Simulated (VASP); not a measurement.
Mg3Be, 4 atoms in the cell. Symmetry: I4/mmm, No. 139, tetragonal system. The conventional cell has a = 4.519 Å, b = 4.519 Å, c = 7.289 Å, α = 90.00°, β = 90.00°, γ = 90.00°. Within 3.8 Å of Mg (site symmetry 4/mmm) lie 8 Mg at 2.90 Å and 6 Be at 3.20 to 3.64 Å. Mg (site symmetry -4m2) has 10 Mg at 2.90 to 3.64 Å and 4 Be at 2.90 Å within 3.8 Å. Be (site symmetry 4/mmm) has 14 Mg at 2.90 to 3.64 Å within 3.8 Å. 

- Program: VASP 6.6.1
- Task: single point
- Functional: PBE
- Potentials or basis: VASP PAW PBE potentials, release 64 (Mg, Be)
- Cutoff: 520 eV
- k mesh: 16 × 16 × 16
- Occupations: gaussian, width 0.1 eV
- Spin: no spin polarisation
- Dipole correction: no
- Further INCAR settings: ALGO = Fast; EDIFF = 1e-06; NBANDS = 12

Potentials or basis: VASP PAW PBE potentials, release 64 (Mg, Be).

Launch:

```sh
$ cat potpaw_PBE.64/Mg/POTCAR potpaw_PBE.64/Be/POTCAR > POTCAR
$ mpirun -np 1 vasp_std > vasp.out
```

Hardware: 1 thread of AMD EPYC 9R45 96-Core Processor (Zen 5), with other jobs on the host.

Problem. Estimate the wall time of this run.

Solution. Wall time 110 s on 1 thread of AMD EPYC 9R45 96-Core Processor (Zen 5), with other jobs on the host, peak memory 0.42 GiB. Counts: scf iterations 12, k points 349.
